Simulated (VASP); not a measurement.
# SnO (Fm-3m) in VASP: notebook, part 2 of 2

VASP 6.6.1.

## (3) Single point, LDA

INCAR reads:

```
PREC     = Accurate       # precision mode
ENCUT    = 520            # plane-wave cutoff, eV
EDIFF    = 1E-6           # SCF threshold, eV
ISMEAR   = -1             # smearing method
SIGMA    = 0.02           # smearing width, eV
LREAL    = False          # projectors in reciprocal space
LASPH    = True           # aspherical terms in the spheres
NELM     = 60             # most SCF steps
ALGO     = Normal         # electronic algorithm
ISIF     = 2              # what is computed and relaxed
LWAVE    = False          # write WAVECAR
LCHARG   = False          # write CHGCAR
NBANDS   = 17             # bands
```

KPOINTS reads:

```
Automatic mesh
0
Gamma
  8 8 8
```

POSCAR reads:

```
SnO
1.0
    0.0000000000      2.5369732559      2.5369732559
    2.5369732559      0.0000000000      2.5369732559
    2.5369732559      2.5369732559      0.0000000000
Sn O
1 1
Direct
    0.0000000000      0.0000000000      0.0000000000
    0.5000000000      0.5000000000      0.5000000000
```

Potentials or basis: VASP PAW LDA potentials, release 64 (Sn_d, O).

Run with:

```bash
$ cat potpaw_LDA.64/Sn_d/POTCAR potpaw_LDA.64/O/POTCAR > POTCAR
$ mpirun -np 1 vasp_std > vasp.out
```

OUTCAR:

```text
PREC = Accurate
   ENCUT = 520
   EDIFF = 1E-6
   ISMEAR = -1
   LREAL = False
   LASPH = True
   NELM = 60
   ISIF = 2

 ion  position               nearest neighbor table
   1  0.000  0.000  0.000-   2 2.54   2 2.54   2 2.54   2 2.54   2 2.54   2 2.54
   2  0.500  0.500  0.500-   1 2.54   1 2.54   1 2.54   1 2.54   1 2.54   1 2.54

  LATTYP: Found a face centered cubic cell.
 ALAT       =     5.0739465118

  Lattice vectors:

 A1 = (   0.0000000000,   2.5369732559,   2.5369732559)
 A2 = (   2.5369732559,   0.0000000000,   2.5369732559)
 A3 = (   2.5369732559,   2.5369732559,   0.0000000000)

Analysis of symmetry for initial positions (statically):
=====================================================================
 Subroutine PRICEL returns:
 Original cell was already a primitive cell.

 Routine SETGRP: Setting up the symmetry group for a
 face centered cubic supercell.

 Subroutine GETGRP returns: Found 48 space group operations
 (whereof 48 operations were pure point group operations)
 out of a pool of 48 trial point group operations.

The static configuration has the point symmetry O_h .

[... 158 lines left out ...]

 E-fermi :   7.6716     XC(G=0): -11.2372

 val. band max:        7.2246518924   @ k =  -0.2500   0.2500   0.0000
 cond. band min:       8.0909766248   @ k =   0.5000   0.1250   0.0000
 fundamental gap:      0.8663247324
 Fermi energy:         7.6715708974

 k-point     1 :       0.0000    0.0000    0.0000
  band No.  band energies     occupation
      1     -13.8563      2.00000
      2     -13.8563      2.00000
      3     -13.8563      2.00000
      4     -13.7940      2.00000
      5     -13.7940      2.00000
      6     -10.8883      2.00000
[... 457 lines left out ...]
      4     -13.8076      2.00000
      5     -13.7654      2.00000
      6      -9.9802      2.00000
[... 9 lines left out ...]
     16      22.5105      0.00000
     17      24.4843      0.00000

 [... further k-points ...]

------------------------ aborting loop because EDIFF is reached ----------------------------------------

  FORCE on cell =-STRESS in cart. coord.  units (eV):
  Direction    XX          YY          ZZ          XY          YZ          ZX
  --------------------------------------------------------------------------------------
  -------------------------------------------------------------------------------------
  Total       -1.0237475     -1.0237475     -1.0237475     -0.0000000      0.0000000     -0.0000000
  in kB      -50.2256764    -50.2256764    -50.2256764     -0.0000000      0.0000000     -0.0000000
  external PRESSURE =     -50.2256764 kB  Pullay stress =       0.0000000 kB

 VOLUME and BASIS-vectors are now :
 -----------------------------------------------------------------------------
  energy-cutoff  :      520.00
  volume of cell :       32.66
      direct lattice vectors                 reciprocal lattice vectors
     0.000000000  2.536973256  2.536973256    -0.197085247  0.197085247  0.197085247
     2.536973256  0.000000000  2.536973256     0.197085247 -0.197085247  0.197085247
     2.536973256  2.536973256  0.000000000     0.197085247  0.197085247 -0.197085247

 POSITION                                       TOTAL-FORCE (eV/Angst)
 -----------------------------------------------------------------------------------
      0.00000      0.00000      0.00000        -0.000000     -0.000000     -0.000000
      2.53697      2.53697      2.53697         0.000000      0.000000      0.000000
 -----------------------------------------------------------------------------------
    total drift:                                0.000000      0.000000      0.000000

  FREE ENERGIE OF THE ION-ELECTRON SYSTEM (eV)
  ---------------------------------------------------
  free  energy   TOTEN  =       -11.9227458787 eV

  energy  without entropy=      -11.9227458787  energy(sigma->0) =      -11.92274588
```

OSZICAR:

```text
N       E                     dE             d eps       ncg     rms          rms(c)
DAV:   1     0.147925265165E+03    0.14793E+03   -0.10155E+04  1027   0.177E+03
DAV:   2    -0.640605185390E-02   -0.14793E+03   -0.14169E+03  1090   0.393E+02
DAV:   3    -0.133649322002E+02   -0.13359E+02   -0.13260E+02  1091   0.105E+02
DAV:   4    -0.136678771516E+02   -0.30294E+00   -0.30277E+00  1234   0.160E+01
DAV:   5    -0.136750704681E+02   -0.71933E-02   -0.71911E-02  1316   0.246E+00    0.786E+00
DAV:   6    -0.122460888036E+02    0.14290E+01   -0.12092E+01  1233   0.404E+01    0.507E+00
DAV:   7    -0.119520799385E+02    0.29401E+00   -0.19200E+00  1251   0.782E+00    0.133E+00
DAV:   8    -0.119239620743E+02    0.28118E-01   -0.18592E-01  1073   0.319E+00    0.358E-01
DAV:   9    -0.119228007575E+02    0.11613E-02   -0.54769E-03  1170   0.510E-01    0.113E-01
DAV:  10    -0.119228058016E+02   -0.50441E-05   -0.62542E-04  1284   0.323E-01    0.489E-02
DAV:  11    -0.119227457689E+02    0.60033E-04   -0.11329E-04  1266   0.140E-01    0.612E-03
DAV:  12    -0.119227458787E+02   -0.10978E-06   -0.87682E-06  1232   0.270E-02
   1 F= -.11922746E+02 E0= -.11922746E+02  d E =-.370938E-10
```

It took 14 s on 1 thread of Intel Xeon 8259CL, shared host; peak memory 0.15 GiB.

What came out:

| Item | Value |
| --- | --- |
| Free energy | -11.9227 eV |
| Pressure | -5.0 GPa |
| Band gap on the k mesh | 0.87 eV (least direct gap 0.94 eV) |

Levels at points of the mesh, in eV from the valence-band top:
| k point | band 8 | band 9 | band 10 | band 11 | band 12 | band 13 |
| --- | --- | --- | --- | --- | --- | --- |
| (0.00, 0.00, 0.00) | -3.02 | -3.02 | -3.02 | 7.91 | 7.91 | 7.91 |
| (0.50, 0.00, 0.00) | -2.80 | -2.80 | -0.52 | 1.03 | 4.51 | 4.51 |
| (0.50, 0.50, 0.00) | -4.45 | -4.13 | -4.13 | 3.81 | 5.41 | 6.06 |

Caveat: the cell stands under tension; spin-orbit coupling is left out, which moves the levels of the heavy elements. A k mesh can miss the band edges.
